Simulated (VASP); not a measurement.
# AlNi3 (Pm-3m) in VASP: a series of runs

The runs below take AlNi3 through single point, with r2SCAN, PBEsol, PBE.

Program: VASP 6.6.1. These are calculated values, not measurements. Logs are shortened: lines on timing, memory, paths and dates and some standing lists are left out, and cuts for length are marked.

### 1 The cell of the first run

The structure is cubic, space group Pm-3m (No. 221). Conventional cell: a = 3.546 Å, b = 3.546 Å, c = 3.546 Å, α = 90.00°, β = 90.00°, γ = 90.00°. Ni (site symmetry 4/mmm) has 8 Ni at 2.51 Å and 4 Al at 2.51 Å within 3.3 Å. Al (site symmetry m-3m) has 12 Ni at 2.51 Å within 3.3 Å.

### 2 Single point, r2SCAN, collinear spin, ferromagnetic start

POSCAR

```
AlNi3
1.0
    3.5463868949      0.0000000000      0.0000000000
    0.0000000000      3.5463868949      0.0000000000
    0.0000000000      0.0000000000      3.5463868949
Ni Al
3 1
Direct
    0.5000000000      0.5000000000      0.0000000000
    0.5000000000      0.0000000000      0.5000000000
    0.0000000000      0.5000000000      0.5000000000
    0.0000000000      0.0000000000      0.0000000000
```

INCAR.step1

```
PREC = Accurate
ENCUT = 520
ISMEAR = -1
SIGMA = 0.05
LREAL = False
LASPH = True
NELM = 150
ISPIN = 2
MAGMOM = 1 1 1 0
LMAXMIX = 4
NBANDS = 28
GGA = PE
ALGO = Normal
EDIFF = 1E-4
LWAVE = True
LCHARG = False
```

INCAR.step2

```
PREC = Accurate
ENCUT = 520
EDIFF = 1E-7
ISMEAR = -1
SIGMA = 0.05
LREAL = False
LASPH = True
NELM = 150
ALGO = Normal
ISIF = 2
LWAVE = False
LCHARG = False
ISPIN = 2
MAGMOM = 1 1 1 0
LORBIT = 11
LMAXMIX = 4
METAGGA = R2SCAN
LMIXTAU = True
NBANDS = 28
ISTART = 1
```

KPOINTS

```
regular mesh
0
Gamma
  8 8 8
```

Potentials or basis: VASP PAW PBE potentials, release 64 (Ni, Al).

Run with:

```console
cat potpaw_PBE.64/Ni/POTCAR potpaw_PBE.64/Al/POTCAR > POTCAR
cp INCAR.step1 INCAR
mpirun -np 1 vasp_std > vasp.out
cp INCAR.step2 INCAR
mpirun -np 1 vasp_std > vasp.out
```

OUTCAR:

```text
PREC = Accurate
   ENCUT = 520
   EDIFF = 1E-7
   ISMEAR = -1
   LREAL = False
   LASPH = True
   NELM = 150
   ISIF = 2
   ISPIN = 2
   LORBIT = 11
   METAGGA = R2SCAN
   ISTART = 1

 ion  position               nearest neighbor table
   1  0.500  0.500  0.000-   2 2.51   3 2.51   4 2.51   2 2.51   3 2.51   2 2.51   4 2.51   2 2.51
                             3 2.51   4 2.51   3 2.51   4 2.51
   2  0.500  0.000  0.500-   1 2.51   3 2.51   4 2.51   1 2.51   4 2.51   1 2.51   3 2.51   1 2.51
                             3 2.51   4 2.51   4 2.51   3 2.51
   3  0.000  0.500  0.500-   1 2.51   2 2.51   4 2.51   1 2.51   4 2.51   2 2.51   4 2.51   4 2.51
                             1 2.51   2 2.51   1 2.51   2 2.51
   4  0.000  0.000  0.000-   1 2.51   2 2.51   3 2.51   2 2.51   3 2.51   1 2.51   3 2.51   3 2.51
                             1 2.51   2 2.51   2 2.51   1 2.51

  LATTYP: Found a simple cubic cell.
 ALAT       =     3.5463868949

  Lattice vectors:

 A1 = (   3.5463868949,   0.0000000000,   0.0000000000)
 A2 = (   0.0000000000,   3.5463868949,   0.0000000000)
 A3 = (   0.0000000000,   0.0000000000,   3.5463868949)

Analysis of symmetry for initial positions (statically):
=====================================================================
 Subroutine PRICEL returns:
 Original cell was already a primitive cell.

 Routine SETGRP: Setting up the symmetry group for a
 simple cubic supercell.

 Subroutine GETGRP returns: Found 48 space group operations
 (whereof 48 operations were pure point group operations)
 out of a pool of 48 trial point group operations.

The static configuration has the point symmetry O_h .

Analysis of symmetry for dynamics (positions and initial velocities):
=====================================================================
 Subroutine PRICEL returns:
 Original cell was already a primitive cell.

 Routine SETGRP: Setting up the symmetry group for a
 simple cubic supercell.

 Subroutine GETGRP returns: Found 48 space group operations
 (whereof 48 operations were pure point group operations)
 out of a pool of 48 trial point group operations.

The dynamic configuration has the point symmetry O_h .

Analysis of structural, dynamic, and magnetic symmetry:
=====================================================================
 Subroutine PRICEL returns:
 Original cell was already a primitive cell.

 Routine SETGRP: Setting up the symmetry group for a
 simple cubic supercell.

 Subroutine GETGRP returns: Found 48 space group operations
 (whereof 48 operations were pure point group operations)
 out of a pool of 48 trial point group operations.

The overall configuration has the point symmetry O_h .

 Subroutine INISYM returns: Found 48 space group operations
 (whereof 48 operations are pure point group operations),
 and found     1 'primitive' translations

----------------------------------------------------------------------------------------

                                     Primitive cell

  volume of cell :      44.6024

  direct lattice vectors                    reciprocal lattice vectors
     3.546386895  0.000000000  0.000000000     0.281977130  0.000000000  0.000000000
     0.000000000  3.546386895  0.000000000     0.000000000  0.281977130  0.000000000
     0.000000000  0.000000000  3.546386895     0.000000000  0.000000000  0.281977130

  length of vectors
     3.546386895  3.546386895  3.546386895     0.281977130  0.281977130  0.281977130

  position of ions in fractional coordinates (direct lattice)
     0.500000000  0.500000000  0.000000000
     0.500000000  0.000000000  0.500000000
     0.000000000  0.500000000  0.500000000
     0.000000000  0.000000000  0.000000000

  ion indices of the primitive-cell ions
   primitive index   ion index
                 1           1
                 2           2
                 3           3
                 4           4

----------------------------------------------------------------------------------------

 KPOINTS: regular mesh

Automatic generation of k-mesh.
 Grid dimensions read from file:
 generate k-points for:    8    8    8

 Generating k-lattice:

  Cartesian coordinates                     Fractional coordinates (reciprocal lattice)
     0.035247141  0.000000000  0.000000000     0.125000000  0.000000000  0.000000000
     0.000000000  0.035247141  0.000000000     0.000000000  0.125000000  0.000000000
     0.000000000  0.000000000  0.035247141     0.000000000  0.000000000  0.125000000

  Length of vectors
     0.035247141  0.035247141  0.035247141

  Shift w.r.t. Gamma in fractional coordinates (k-lattice)
     0.000000000  0.000000000  0.000000000

 Subroutine IBZKPT returns following result:
 ===========================================

 Found     35 irreducible k-points:

 Following reciprocal coordinates:
            Coordinates               Weight
  0.000000  0.000000  0.000000      1.000000
  0.125000  0.000000  0.000000      6.000000
  0.250000  0.000000  0.000000      6.000000
  0.375000  0.000000  0.000000      6.000000
  0.500000  0.000000  0.000000      3.000000
  0.125000  0.125000  0.000000     12.000000
[... 16 lines left out ...]
  0.375000  0.375000  0.125000     24.000000
  0.500000  0.375000  0.125000     24.000000
 [... further k-points ...]
   k-points           NKPTS =     35   k-points in BZ     NKDIM =     35   number of bands    NBANDS=     28
   number of dos      NEDOS =    301   number of ions     NIONS =      4
   total plane-waves  NPLWV =  21952
   dimension x,y,z NGX =    28 NGY =   28 NGZ =   28
   dimension x,y,z NGXF=    56 NGYF=   56 NGZF=   56
   ions per type =               3   1
   NGX,Y,Z   is equivalent  to a cutoff of  13.13, 13.13, 13.13 a.u.
   NGXF,Y,Z  is equivalent  to a cutoff of  26.25, 26.25, 26.25 a.u.
 SYSTEM =  unknown system
   PREC   = accura    normal or accurate (medium, high low for compatibility)
   ISTART =      1    job   : 0-new  1-cont  2-samecut
   ICHARG =      0    charge: 1-file 2-atom 10-const
   ISPIN  =      2    spin polarized calculation?
   LNONCOLLINEAR =      F non collinear calculations
   LSORBIT =      F    spin-orbit coupling
   LASPH  =      T    aspherical Exc in radial PAW
   ENCUT  =  520.0 eV  38.22 Ry    6.18 a.u.   6.59  6.59  6.59*2*pi/ulx,y,z
   NELM   =    150;   NELMIN=  2; NELMDL=  0     # of ELM steps
   EDIFF  = 0.1E-06   stopping-criterion for ELM
   LREAL  =      F    real-space projection
   EDIFFG = 0.1E-05   stopping-criterion for IOM
   NSW    =      0    number of steps for IOM
   IBRION =     -1    ionic relax: 0-MD 1-quasi-New 2-CG
   NFREE  =      0    steps in history (QN), initial steepest desc. (CG)
   ISIF   =      2    stress and relaxation
   ISYM   =      2    0-nonsym 1-usesym 2-fastsym
   POTIM  = 0.5000    time-step for ionic-motion
   TEBEG  =    0.0;   TEEND  =   0.0 temperature during run
   PSTRESS=    0.0 pullay stress
   NELECT =      33.0000    total number of electrons
   NUPDOWN=      -1.0000    fix difference up-down
   EMIN   =  10.00;   EMAX   =-10.00  energy-range for DOS
   EFERMI =   0.00;   METHOD = LEGACY
   ISMEAR =    -1;   SIGMA  =   0.05  broadening in eV -4-tet -1-fermi 0-gaus
   EFERMI_NEDOS =   21; number of points for ismear=-14 and -15
   IALGO  =     38    algorithm
   IMIX   =      4    mixing-type and parameters
     AMIX     =   0.40;   BMIX     =  1.00
     AMIX_MAG =   1.60;   BMIX_MAG =  1.00
  volume/ion in A,a.u.               =      11.15        75.25
  Fermi-wavevector in a.u.,A,eV,Ry     =   1.480676  2.798072 29.829431  2.192401
  Thomas-Fermi vector in A             =   2.594681
   LORBIT       =     11    0 simple, 1 ext, 2 COOP (PROOUT), +10 PAW based schemes
   METAGGA = R2SCAN    functional components
   LHFCALC =     F    Hartree Fock is set to
   AEXX    =    0.0000 exact exchange contribution
   IVDW    =     0    specifies the selected vdW correction
   LEPSILON=     F    determine dielectric tensor
   LRPA    =     F    only Hartree local field effects (RPA)
 spin polarized calculation
  energy-cutoff  :      520.00
  volume of cell :       44.60
 maximum number of plane-waves:      1222
 NGX is ok and might be reduce to    28
   NGX = 13   NGY = 13   NGZ = 13

 number of electron      32.9999992 magnetization       0.8531040

 Free energy of the ion-electron system (eV)
  ---------------------------------------------------
  ext. energy  EPLUGINS =         0.00000000
  ---------------------------------------------------
  free energy    TOTEN  =       -44.30191966 eV

  energy without entropy =      -44.28276655  energy(sigma->0) =      -44.29234310

 E-fermi :   9.5596     XC(G=0): -13.8266

 val. band max:        9.5495814458   @ k =   0.5000   0.2500   0.0000
 cond. band min:       9.5771293936   @ k =   0.1250   0.0000   0.0000
 fundamental gap:      0.0275479479
 Fermi energy:         9.5595828203

 spin component 1

 k-point     1 :       0.0000    0.0000    0.0000
  band No.  band energies     occupation
      1      -0.9766      1.00000
      2       4.8813      1.00000
      3       5.5543      1.00000
      4       5.5543      1.00000
      5       5.8741      1.00000
      6       5.8741      1.00000
[... 20 lines left out ...]
     27      24.2806      0.00000
     28      24.2806      0.00000

 k-point     2 :       0.1250    0.0000    0.0000
  band No.  band energies     occupation
      1      -0.7757      1.00000
      2       4.9369      1.00000
      3       5.4408      1.00000
      4       5.6778      1.00000
      5       5.9088      1.00000
      6       5.9088      1.00000
[... 674 lines left out ...]
 k-point    24 :       0.5000    0.3750    0.1250
  band No.  band energies     occupation
      1       3.1043      1.00000
      2       3.9798      1.00000
      3       4.8867      1.00000
      4       6.0144      1.00000
      5       6.2483      1.00000
      6       6.5680      1.00000
[... 20 lines left out ...]
     27      25.1508      0.00000
     28      25.2766      0.00000

 [... further k-points ...]

 spin component 2

 k-point     1 :       0.0000    0.0000    0.0000
  band No.  band energies     occupation
      1      -1.1478      1.00000
      2       4.9341      1.00000
      3       5.7937      1.00000
      4       5.7937      1.00000
      5       6.4033      1.00000
      6       6.4033      1.00000
[... 20 lines left out ...]
     27      24.2625      0.00000
     28      24.2626      0.00000

 k-point     2 :       0.1250    0.0000    0.0000
  band No.  band energies     occupation
      1      -0.9462      1.00000
      2       4.9843      1.00000
      3       5.6401      1.00000
      4       5.9232      1.00000
      5       6.4176      1.00000
      6       6.4176      1.00000
[... 674 lines left out ...]
 k-point    24 :       0.5000    0.3750    0.1250
  band No.  band energies     occupation
      1       2.9939      1.00000
      2       3.9204      1.00000
      3       4.9494      1.00000
      4       6.1605      1.00000
      5       6.3896      1.00000
      6       6.9759      1.00000
[... 20 lines left out ...]
     27      25.1212      0.00000
     28      25.3085      0.00000

 [... further k-points ...]

------------------------ aborting loop because EDIFF is reached ----------------------------------------

  FORCE on cell =-STRESS in cart. coord.  units (eV):
  Direction    XX          YY          ZZ          XY          YZ          ZX
  --------------------------------------------------------------------------------------
  -------------------------------------------------------------------------------------
  Total       -0.9002768     -0.9002768     -0.9002768     -0.0000000      0.0000000     -0.0000000
  in kB      -32.3391286    -32.3391286    -32.3391286     -0.0000000      0.0000000     -0.0000000
  external PRESSURE =     -32.3391286 kB  Pullay stress =       0.0000000 kB

 VOLUME and BASIS-vectors are now :
 -----------------------------------------------------------------------------
  energy-cutoff  :      520.00
  volume of cell :       44.60
      direct lattice vectors                 reciprocal lattice vectors
     3.546386895  0.000000000  0.000000000     0.281977130  0.000000000  0.000000000
     0.000000000  3.546386895  0.000000000     0.000000000  0.281977130  0.000000000
     0.000000000  0.000000000  3.546386895     0.000000000  0.000000000  0.281977130

 POSITION                                       TOTAL-FORCE (eV/Angst)
 -----------------------------------------------------------------------------------
      1.77319      1.77319      0.00000         0.000000      0.000000      0.000000
      1.77319      0.00000      1.77319         0.000000      0.000000      0.000000
      0.00000      1.77319      1.77319         0.000000      0.000000      0.000000
      0.00000      0.00000      0.00000         0.000000      0.000000      0.000000
 -----------------------------------------------------------------------------------
    total drift:                                0.000000      0.000000      0.000000

  FREE ENERGIE OF THE ION-ELECTRON SYSTEM (eV)
  ---------------------------------------------------
  free  energy   TOTEN  =       -44.3019196595 eV

  energy  without entropy=      -44.2827665483  energy(sigma->0) =      -44.29234310

 total charge

# of ion       s       p       d       tot
------------------------------------------
    1        0.512   0.554   8.383   9.449
    2        0.512   0.554   8.383   9.449
    3        0.512   0.554   8.383   9.449
    4        0.410   0.407   0.000   0.817
--------------------------------------------------
tot          1.946   2.071  25.148  29.165

 magnetization (x)

# of ion       s       p       d       tot
------------------------------------------
    1       -0.008  -0.027   0.358   0.323
    2       -0.008  -0.027   0.358   0.323
    3       -0.008  -0.027   0.358   0.323
    4       -0.002  -0.016   0.000  -0.018
--------------------------------------------------
tot         -0.025  -0.097   1.073   0.952
```

It took 2 min on 1 thread of Intel Xeon 6975P-C (Granite Rapids), shared host; peak memory 0.21 GiB.

Results:

```yaml
Free_energy: -44.3019 eV
Pressure: -3.2 GPa
Net_moment: 0.85 μB per cell
Site_moments: Ni +0.32; Al -0.02 μB
Valence_electrons_inside_the_program's_atomic_spheres: Ni 9.45; Al 0.82
```

Caveat: the cell stands under tension; the PAW data sets were made with another functional, which shifts forces and pressure a little.

### 3 Single point, PBEsol, collinear spin, ferrimagnetic start

This run uses another cell than the first one, of 10.93 Å³/atom.

INCAR

```
  ALGO = Fast
  EDIFF = 1E-6
  ENCUT = 520
  GGA = PS
  ISIF = 2
  ISMEAR = -1
  ISPIN = 2
  LASPH = T
  LCHARG = T
  LELF = T
  LMAXMIX = 4
  LORBIT = 11
  LREAL = F
  LVHAR = T
  LWAVE = F
  MAGMOM = 1 -1 1 0
  NBANDS = 28
  NELM = 150
  PREC = Accurate
  SIGMA = 0.05
```

KPOINTS

```
k-points
0
Gamma
  8 8 8
```

POSCAR

```
AlNi3
1.0
    3.5230547267      0.0000000000      0.0000000000
    0.0000000000      3.5230547267      0.0000000000
    0.0000000000      0.0000000000      3.5230547267
Ni Al
3 1
Direct
    0.5000000000      0.5000000000      0.0000000000
    0.5000000000      0.0000000000      0.5000000000
    0.0000000000      0.5000000000      0.5000000000
    0.0000000000      0.0000000000      0.0000000000
```

Potentials or basis: VASP PAW PBE potentials, release 64 (Ni, Al).

Run with:

```console
cat potpaw_PBE.64/Ni/POTCAR potpaw_PBE.64/Al/POTCAR > POTCAR
mpirun -np 1 vasp_std > vasp.out
```

Run time: 98 s. Hardware: 1 thread of Intel Xeon 6975P-C (Granite Rapids), shared host; peak memory 0.26 GiB.

Results (log left out):

* Free energy: -24.3033 eV
* Pressure: -0.6 GPa
* Net moment: 0.63 μB per cell
* Site moments: Ni +0.22; Al -0.01 μB
* Valence electrons inside the program's atomic spheres: Ni 9.46; Al 0.81

Levels at points of the mesh, in eV from the Fermi level:
Spin up:
```tsv
k point	band 15	band 16	band 17	band 18	band 19	band 20
(0.00, 0.00, 0.00)	-0.02	-0.02	0.87	0.87	0.87	6.73
(0.50, 0.00, 0.00)	-1.05	-0.48	-0.02	5.67	5.67	5.68
(0.00, 0.50, 0.00)	-1.05	-0.48	-0.02	5.67	5.67	5.68
(0.50, 0.50, 0.00)	-0.97	-0.96	-0.57	0.92	0.92	8.31
(0.50, 0.00, 0.50)	-0.97	-0.96	-0.57	0.92	0.92	8.31
(0.50, 0.50, 0.50)	-1.07	-0.25	-0.21	-0.21	-0.21	3.62
```
Spin down:
```
           k point  band 12  band 13  band 14  band 15  band 16  band 17  band 18  band 19  band 20  band 21
(0.00, 0.00, 0.00)    -0.37     0.01     0.33     0.33     0.33     0.85     0.85     0.85     6.82     6.82
(0.50, 0.00, 0.00)    -1.03    -0.97    -0.97    -0.84    -0.30     0.33     5.72     5.72     5.73     5.73
(0.00, 0.50, 0.00)    -1.03    -0.97    -0.97    -0.84    -0.30     0.33     5.72     5.72     5.73     5.73
(0.50, 0.50, 0.00)    -1.15    -1.15    -1.10    -0.79    -0.64    -0.45     1.16     1.16     8.35     8.35
(0.50, 0.00, 0.50)    -1.15    -1.15    -1.10    -0.79    -0.64    -0.45     1.16     1.16     8.35     8.35
(0.50, 0.50, 0.50)    -1.16    -1.16    -0.91    -0.91    -0.25     0.10     0.10     0.10     3.71     4.35
```

Caveat: the PAW data sets were made with another functional, which shifts forces and pressure a little.

(Part 1 of 2 ends here.)
